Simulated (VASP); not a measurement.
# Zr (P6_3/mmc) in VASP: relaxation of cell and atoms with LDA

Aim: the relaxation of cell and atoms of Zr with LDA.

All numbers are computed with VASP 6.6.1; they aren't measurements. Logs are shortened: lines on timing, memory, paths and dates and some standing lists are left out, and cuts for length are marked.

### 1 The cell of the first run

Symmetry: P6_3/mmc, No. 194, hexagonal system. The conventional cell has a = 3.232 Å, b = 3.232 Å, c = 5.147 Å, α = 90.00°, β = 90.00°, γ = 120.00°. Zr (site symmetry -6m2) has 12 Zr at 3.18 to 3.23 Å within 4.2 Å.

### 2 Relaxation of cell and atoms, LDA

INCAR

```
SYSTEM = Zr
PREC = Accurate
ENCUT = 600
EDIFF = 1E-6
ISMEAR = -1
SIGMA = 0.05
LREAL = .FALSE.
LASPH = .TRUE.
NELM = 80
ALGO = Normal
ISIF = 3
LWAVE = .FALSE.
LCHARG = .FALSE.
IBRION = 2
NSW = 80
EDIFFG = -0.01
```

KPOINTS

```
regular mesh
0
G
  15 15 9
  0 0 0
```

POSCAR

```
Zr
1.0
    3.2320000000      0.0000000000      0.0000000000
   -1.6160000000      2.7989940000      0.0000000000
    0.0000000000      0.0000000000      5.1470000000
Zr
2
Direct
    0.3333333333      0.6666666667      0.2500000000
    0.6666666667      0.3333333333      0.7500000000
```

Potentials or basis: VASP PAW LDA potentials, release 64 (Zr_sv).

Run with:

```
cat potpaw_LDA.64/Zr_sv/POTCAR > POTCAR
mpirun -np 1 vasp_std > vasp.out
```

OUTCAR:

```text
SYSTEM = Zr
   PREC = Accurate
   ENCUT = 600
   EDIFF = 1E-6
   ISMEAR = -1
   LREAL = .FALSE.
   LASPH = .TRUE.
   NELM = 80
   ISIF = 3
   IBRION = 2
   NSW = 80
   EDIFFG = -0.01

 ion  position               nearest neighbor table
   1  0.333  0.667  0.250-   2 3.18   2 3.18   2 3.18   2 3.18   2 3.18   2 3.18
   2  0.667  0.333  0.750-   1 3.18   1 3.18   1 3.18   1 3.18   1 3.18   1 3.18

  LATTYP: Found a hexagonal cell.
 ALAT       =     3.2320000000
 C/A-ratio  =     1.5925123762

  Lattice vectors:

 A1 = (   3.2320000000,   0.0000000000,   0.0000000000)
 A2 = (  -1.6160000000,   2.7989940000,   0.0000000000)
 A3 = (   0.0000000000,   0.0000000000,   5.1470000000)

Analysis of symmetry for initial positions (statically):
=====================================================================
 Subroutine PRICEL returns:
 Original cell was already a primitive cell.

 Routine SETGRP: Setting up the symmetry group for a
 hexagonal supercell.

 Subroutine GETGRP returns: Found 24 space group operations
 (whereof 12 operations were pure point group operations)
 out of a pool of 24 trial point group operations.

The static configuration has the point symmetry D_3d.
 The point group associated with its full space group is D_6h.

Analysis of symmetry for dynamics (positions and initial velocities):
=====================================================================
 Subroutine PRICEL returns:
 Original cell was already a primitive cell.

 Routine SETGRP: Setting up the symmetry group for a
 hexagonal supercell.

 Subroutine GETGRP returns: Found 24 space group operations
 (whereof 12 operations were pure point group operations)
 out of a pool of 24 trial point group operations.

The dynamic configuration has the point symmetry D_3d.
 The point group associated with its full space group is D_6h.

 Subroutine INISYM returns: Found 24 space group operations
 (whereof 12 operations are pure point group operations),
 and found     1 'primitive' translations

----------------------------------------------------------------------------------------

                                     Primitive cell

  volume of cell :      46.5616

  direct lattice vectors                    reciprocal lattice vectors
     3.232000000  0.000000000  0.000000000     0.309405941  0.178635610  0.000000000
    -1.616000000  2.798994000  0.000000000     0.000000000  0.357271220  0.000000000
     0.000000000  0.000000000  5.147000000     0.000000000  0.000000000  0.194287935

  length of vectors
     3.232000000  3.231999909  5.147000000     0.357271210  0.357271220  0.194287935

  position of ions in fractional coordinates (direct lattice)
     0.333333333  0.666666667  0.250000000
     0.666666667  0.333333333  0.750000000

  ion indices of the primitive-cell ions
   primitive index   ion index
                 1           1
                 2           2

----------------------------------------------------------------------------------------

 KPOINTS: regular mesh

Automatic generation of k-mesh.
 Grid dimensions read from file:
 generate k-points for:   15   15    9

 Generating k-lattice:

  Cartesian coordinates                     Fractional coordinates (reciprocal lattice)
     0.020627063  0.011909041  0.000000000     0.066666667  0.000000000  0.000000000
     0.000000000  0.023818081  0.000000000     0.000000000  0.066666667  0.000000000
     0.000000000  0.000000000  0.021587548     0.000000000  0.000000000  0.111111111

  Length of vectors
     0.023818081  0.023818081  0.021587548

  Shift w.r.t. Gamma in fractional coordinates (k-lattice)
     0.000000000  0.000000000  0.000000000

 Subroutine IBZKPT returns following result:
 ===========================================

 Found    135 irreducible k-points:

 Following reciprocal coordinates:
            Coordinates               Weight
  0.000000  0.000000  0.000000      1.000000
  0.066667  0.000000  0.000000      6.000000
  0.133333  0.000000  0.000000      6.000000
  0.200000  0.000000  0.000000      6.000000
  0.266667  0.000000  0.000000      6.000000
  0.333333  0.000000  0.000000      6.000000
[... 16 lines left out ...]
  0.333333  0.200000  0.000000     12.000000
  0.400000  0.200000  0.000000      6.000000
 [... further k-points ...]
   k-points           NKPTS =    135   k-points in BZ     NKDIM =    135   number of bands    NBANDS=     16
   number of dos      NEDOS =    301   number of ions     NIONS =      2
   total plane-waves  NPLWV =  32928
   dimension x,y,z NGX =    28 NGY =   28 NGZ =   42
   dimension x,y,z NGXF=    56 NGYF=   56 NGZF=   84
   ions per type =               2
   NGX,Y,Z   is equivalent  to a cutoff of  14.40, 14.40, 13.57 a.u.
   NGXF,Y,Z  is equivalent  to a cutoff of  28.80, 28.80, 27.13 a.u.
 SYSTEM =  Zr
   PREC   = accura    normal or accurate (medium, high low for compatibility)
   ISTART =      0    job   : 0-new  1-cont  2-samecut
   ICHARG =      2    charge: 1-file 2-atom 10-const
   ISPIN  =      1    spin polarized calculation?
   LNONCOLLINEAR =      F non collinear calculations
   LSORBIT =      F    spin-orbit coupling
   LASPH  =      T    aspherical Exc in radial PAW
   ENCUT  =  600.0 eV  44.10 Ry    6.64 a.u.   6.46  6.46 10.28*2*pi/ulx,y,z
   NELM   =     80;   NELMIN=  2; NELMDL= -5     # of ELM steps
   EDIFF  = 0.1E-05   stopping-criterion for ELM
   LREAL  =      F    real-space projection
   EDIFFG = -.1E-01   stopping-criterion for IOM
   NSW    =     80    number of steps for IOM
   IBRION =      2    ionic relax: 0-MD 1-quasi-New 2-CG
   NFREE  =      1    steps in history (QN), initial steepest desc. (CG)
   ISIF   =      3    stress and relaxation
   ISYM   =      2    0-nonsym 1-usesym 2-fastsym
   POTIM  = 0.5000    time-step for ionic-motion
   TEBEG  =    0.0;   TEEND  =   0.0 temperature during run
   PSTRESS=    0.0 pullay stress
   NELECT =      24.0000    total number of electrons
   NUPDOWN=      -1.0000    fix difference up-down
   EMIN   =  10.00;   EMAX   =-10.00  energy-range for DOS
   EFERMI =   0.00;   METHOD = LEGACY
   ISMEAR =    -1;   SIGMA  =   0.05  broadening in eV -4-tet -1-fermi 0-gaus
   EFERMI_NEDOS =   21; number of points for ismear=-14 and -15
   IALGO  =     38    algorithm
   IMIX   =      4    mixing-type and parameters
     AMIX     =   0.40;   BMIX     =  1.00
     AMIX_MAG =   1.60;   BMIX_MAG =  1.00
  volume/ion in A,a.u.               =      23.28       157.11
  Fermi-wavevector in a.u.,A,eV,Ry     =   1.312611  2.480475 23.442130  1.722948
  Thomas-Fermi vector in A             =   2.442991
   LORBIT       =      0    0 simple, 1 ext, 2 COOP (PROOUT), +10 PAW based schemes
   GGA     = CA    functional components
   LHFCALC =     F    Hartree Fock is set to
   AEXX    =    0.0000 exact exchange contribution
   IVDW    =     0    specifies the selected vdW correction
   LEPSILON=     F    determine dielectric tensor
   LRPA    =     F    only Hartree local field effects (RPA)
 conjugate gradient relaxation of ions
 non-spin polarized calculation
  energy-cutoff  :      600.00
  volume of cell :       46.56
 maximum number of plane-waves:      1573
 NGX is ok and might be reduce to    28
   NGX = 13   NGY = 13   NGZ = 21

--------------------------------------- Ionic step        1  -------------------------------------------

 number of electron      24.0000000 magnetization

 Free energy of the ion-electron system (eV)
  ---------------------------------------------------
  ext. energy  EPLUGINS =         0.00000000
  ---------------------------------------------------
  free energy    TOTEN  =       -18.53557514 eV

  energy without entropy =      -18.51947239  energy(sigma->0) =      -18.52752376

------------------------ aborting loop because EDIFF is reached ----------------------------------------

  FORCE on cell =-STRESS in cart. coord.  units (eV):
  Direction    XX          YY          ZZ          XY          YZ          ZX
  --------------------------------------------------------------------------------------
  -------------------------------------------------------------------------------------
  Total       -1.7936985     -1.7936983     -1.6282059      0.0000000      0.0000000      0.0000000
  in kB      -61.7209398    -61.7209352    -56.0263601      0.0000000      0.0000000      0.0000000
  external PRESSURE =     -59.8227450 kB  Pullay stress =       0.0000000 kB
[... 23 lines left out ...]
--------------------------------------- Ionic step        2  -------------------------------------------

 number of electron      24.0000000 magnetization

 E-fermi :  10.3109     XC(G=0): -11.8922

 val. band max:       10.3001369582   @ k =   0.3333   0.2000   0.4444
 cond. band min:      10.3230619493   @ k =   0.1333   0.0000   0.2222
 fundamental gap:      0.0229249911
 Fermi energy:        10.3109077904

 k-point     1 :       0.0000    0.0000    0.0000
  band No.  band energies     occupation
      1     -38.0555      2.00000
      2     -37.7923      2.00000
      3     -16.9864      2.00000
      4     -15.6825      2.00000
      5     -15.6825      2.00000
      6     -15.4771      2.00000
[... 433 lines left out ...]
      3     -16.6500      2.00000
      4     -16.3967      2.00000
      5     -16.2289      2.00000
      6     -16.2038      2.00000
[... 8 lines left out ...]
     15      12.1336      0.00000
     16      15.1128      0.00000

 [... further k-points ...]

------------------------ aborting loop because EDIFF is reached ----------------------------------------

  FORCE on cell =-STRESS in cart. coord.  units (eV):
  Direction    XX          YY          ZZ          XY          YZ          ZX
  --------------------------------------------------------------------------------------
  -------------------------------------------------------------------------------------
  Total        1.7254783      1.7254782      2.2982035      0.0000000      0.0000000      0.0000000
  in kB       67.5166995     67.5166948     89.9270151      0.0000000      0.0000000      0.0000000
  external PRESSURE =      74.9868031 kB  Pullay stress =       0.0000000 kB
[... 131 lines left out ...]
--------------------------------------- Ionic step        6  -------------------------------------------

 number of electron      24.0000000 magnetization

 Free energy of the ion-electron system (eV)
  ---------------------------------------------------
  ext. energy  EPLUGINS =         0.00000000
  ---------------------------------------------------
  free energy    TOTEN  =       -18.59306428 eV

  energy without entropy =      -18.57555967  energy(sigma->0) =      -18.58431197

 E-fermi :   9.5340     XC(G=0): -11.5934

 val. band max:        9.5300709433   @ k =   0.1333   0.0000   0.0000
 cond. band min:       9.5418219839   @ k =   0.4000   0.2000   0.2222
 fundamental gap:      0.0117510406
 Fermi energy:         9.5340162001

 k-point     1 :       0.0000    0.0000    0.0000
  band No.  band energies     occupation
      1     -38.9075      2.00000
      2     -38.7120      2.00000
      3     -17.6896      2.00000
      4     -16.6093      2.00000
      5     -16.6093      2.00000
      6     -16.4691      2.00000
[... 433 lines left out ...]
      3     -17.4248      2.00000
      4     -17.2265      2.00000
      5     -17.0696      2.00000
      6     -17.0483      2.00000
[... 8 lines left out ...]
     15      11.1920      0.00000
     16      13.9820      0.00000

 [... further k-points ...]

------------------------ aborting loop because EDIFF is reached ----------------------------------------

  FORCE on cell =-STRESS in cart. coord.  units (eV):
  Direction    XX          YY          ZZ          XY          YZ          ZX
  --------------------------------------------------------------------------------------
  -------------------------------------------------------------------------------------
  Total        0.0054363      0.0054363      0.0130190      0.0000000      0.0000000     -0.0000000
  in kB        0.1996126      0.1996125      0.4780418      0.0000000      0.0000000     -0.0000000
  external PRESSURE =       0.2924223 kB  Pullay stress =       0.0000000 kB
[... 17 lines left out ...]
  FREE ENERGIE OF THE ION-ELECTRON SYSTEM (eV)
  ---------------------------------------------------
  free  energy   TOTEN  =       -18.5930642755 eV

  energy  without entropy=      -18.5755596683  energy(sigma->0) =      -18.58431197

 reached required accuracy - stopping structural energy minimisation
```

Wall time 2.8 min (1 thread of Intel Xeon 6975P-C (Granite Rapids), shared host); peak memory 0.23 GiB.

What came out:

```yaml
Free_energy: -18.5931 eV
Relaxed_volume: 21.82 Å³/atom
Relaxed_cell: a = 3.146 Å, b = 3.146 Å, c = 5.089 Å, α = 90.00°, β = 90.00°, γ = 120.00°
Space_group_after_relaxing_to_0.1_Å: P6_3/mmc (No. 194)
Energy_gained_by_relaxing: 28.7 meV/atom
Ionic_steps: 6
Pressure_after_relaxing: 0.0 GPa
Band_gap_on_the_k_mesh: zero (bands 12 and 13 overlap by 1.26 eV)
```

The path:
```tsv
step	energy change (eV)	largest force (eV/Å)	pressure (GPa)	volume (Å³)
1	0.0000	0.0000	-5.98	46.56
2	0.0053	0.0000	7.50	40.95
3	-0.0560	0.0000	-0.04	43.73
4	-0.0560	0.0000	0.08	43.67
5	-0.0571	0.0000	0.05	43.65
6	-0.0575	0.0000	0.03	43.63
```

Final structure:
```yaml
crystal:
  lattice:
    - [3.14645, 0.00000, 0.00000]
    - [-1.57322, 2.72490, 0.00000]
    - [0.00000, 0.00000, 5.08923]
  atoms:
    - { symbol: Zr, position: [0.33333, 0.66667, 0.25000] }
    - { symbol: Zr, position: [0.66667, 0.33333, 0.75000] }
```

Levels at points of the mesh, in eV from the Fermi level:
| k point | band 9 | band 10 | band 11 | band 12 | band 13 | band 14 | band 15 | band 16 |
| --- | --- | --- | --- | --- | --- | --- | --- | --- |
| (0.00, 0.00, 0.00) | -5.73 | -3.22 | 0.87 | 0.87 | 0.87 | 1.40 | 1.58 | 1.58 |

LDA usually gives volumes a few per cent too small. Zero-point motion and thermal expansion aren't in these numbers.
